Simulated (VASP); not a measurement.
V: single point with PBEsol

The system is V.

```xyz
3
Lattice="0.0000 2.9588 -2.9588 -2.9588 0.0000 2.9588 1.4794 1.4794 1.4794" Properties=species:S:1:pos:R:3 pbc="T T T"
V     0.0000    0.0000    0.0000
V    -1.4794    1.4794    1.4794
V     0.0000    2.9588    0.0000
```

- Program: VASP 6.6.1
- Task: single point
- Functional: PBEsol
- Potentials or basis: VASP PAW PBE potentials, release 64 (V_sv)
- Cutoff: 520 eV
- k mesh: 10 × 10 × 14
- Occupations: fermi-dirac, width 0.05 eV
- Spin: no spin polarisation
- Dipole correction: no
- Further INCAR settings: ALGO = Normal; EDIFF = 1e-07; NBANDS = 26

| Property | Result |
| --- | --- |
| Pressure | 0.2 GPa |

Levels at points of the mesh, in eV from the Fermi level:
| k point | band 17 | band 18 | band 19 | band 20 | band 21 | band 22 |
| --- | --- | --- | --- | --- | --- | --- |
| (0.00, 0.00, 0.00) | -0.99 | -0.99 | -0.99 | 0.41 | 0.41 | 0.41 |
| (0.50, 0.00, 0.00) | -0.58 | -0.58 | -0.43 | -0.43 | 1.78 | 1.97 |
| (0.00, 0.00, 0.50) | -1.23 | -1.23 | -1.23 | -1.23 | 2.76 | 2.76 |
| (0.50, 0.00, 0.50) | -1.74 | -1.22 | -0.06 | -0.06 | 1.78 | 2.21 |

Wall time 85 s on 1 thread of Intel(R) Xeon(R) Platinum 8375C CPU @ 2.90GHz (Ice Lake), on a shared host, peak memory 0.24 GiB.

Caveat: the PAW data sets were made with another functional, which shifts forces and pressure a little.
